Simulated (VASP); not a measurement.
Set up this calculation in VASP 6.6.1, as the native input.

* Task: single point
* Functional: PBE
* Dispersion: D3(BJ)
* Potentials or basis: VASP PAW PBE potentials, release 64 (Zn, O)
* Cutoff: 520 eV
* k mesh: 9 × 9 × 4
* Occupations: gaussian, width 0.05 eV
* Spin: no spin polarisation
* Dipole correction: no
* Further INCAR settings: ALGO = Normal; EDIFF = 1e-06; NBANDS = 26

The structure of ZnO lies in POSCAR:

```
ZnO
1.0
    3.1893281439      0.0000000000      0.0000000000
   -1.5946640719      2.7620391936      0.0000000000
    0.0000000000      0.0000000000      7.1304413500
Zn O
2 2
Direct
    0.0000000000      0.0000000000      0.7500000000
    0.0000000000      0.0000000000      0.2500000000
    0.3333333333      0.6666666667      0.2500000000
    0.6666666667      0.3333333333      0.7500000000
```

This cell differs from its parent crystal: strain -0.030 along x and y, +0.000 along z.

One way to write it, as run:

INCAR

```
PREC     = Accurate       # precision mode
ENCUT    = 520            # plane-wave cutoff, eV
EDIFF    = 1E-6           # SCF threshold, eV
ISMEAR   = 0              # smearing method
SIGMA    = 0.05           # smearing width, eV
LREAL    = False          # projectors in reciprocal space
LASPH    = True           # aspherical terms in the spheres
NELM     = 80             # most SCF steps
ALGO     = Normal         # electronic algorithm
ISIF     = 2              # what is computed and relaxed
LWAVE    = False          # write WAVECAR
LCHARG   = False          # write CHGCAR
GGA      = PE             # functional
IVDW     = 12             # dispersion correction
NBANDS   = 26             # bands
```

KPOINTS

```
Automatic mesh
0
Gamma
  9 9 4
```

Potentials or basis: VASP PAW PBE potentials, release 64 (Zn, O).

Launch:

```bash
$ cat potpaw_PBE.64/Zn/POTCAR potpaw_PBE.64/O/POTCAR > POTCAR
$ mpirun -np 1 vasp_std > vasp.out
```

It gave:

The pressure is 8.0 GPa and the band gap on the k mesh is 0.84 eV. The dispersion energy per atom is -0.166 eV.

Caveat: the cell differs from its parent crystal (strain -0.030 along x and y, +0.000 along z); the stress differs along the axes, from -2 to 13 GPa.

Wall time 20 s on 1 thread of Intel(R) Xeon(R) 6975P-C (Granite Rapids), on a shared host, peak memory 0.21 GiB.
